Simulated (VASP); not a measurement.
CdTe, 2 atoms in the cell. It takes space group F-43m (No. 216, cubic). Conventional cell: a = 6.616 Å, b = 6.616 Å, c = 6.616 Å, α = 90.00°, β = 90.00°, γ = 90.00°. Within 3.8 Å of Cd (site symmetry -43m) lie 4 Te at 2.86 Å. Within 3.8 Å of Te (site symmetry -43m) lie 4 Cd at 2.86 Å. 

| Item | Value |
| --- | --- |
| Program | VASP 6.6.1 |
| Task | elastic constants |
| Functional | PBE |
| Potentials or basis | VASP PAW PBE potentials, release 64 (Cd, Te) |
| Cutoff | 600 eV |
| k mesh | 6 × 6 × 6 |
| Occupations | gaussian, width 0.01 eV |
| Spin | no spin polarisation |
| Dipole correction | no |
| Ions in elastic constants | relaxed |
| Further INCAR settings | ALGO = Normal; EDIFF = 1e-08; IBRION = 6; POTIM = 0.015; NSW = 1; ISIF = 3 |

Potentials or basis: VASP PAW PBE potentials, release 64 (Cd, Te).

Command:

```sh
$ cat potpaw_PBE.64/Cd/POTCAR potpaw_PBE.64/Te/POTCAR > POTCAR
$ mpirun -np 1 vasp_std > vasp.out
```

Hardware: 1 thread of Intel(R) Xeon(R) 6975P-C (Granite Rapids), with other jobs on the host.

Problem. How long does it take, and how much memory?

Solution. Run time: 6.8 min on 1 thread of Intel(R) Xeon(R) 6975P-C (Granite Rapids), on a shared host, peak memory 0.33 GiB. Counts: scf iterations 190, k points 16.
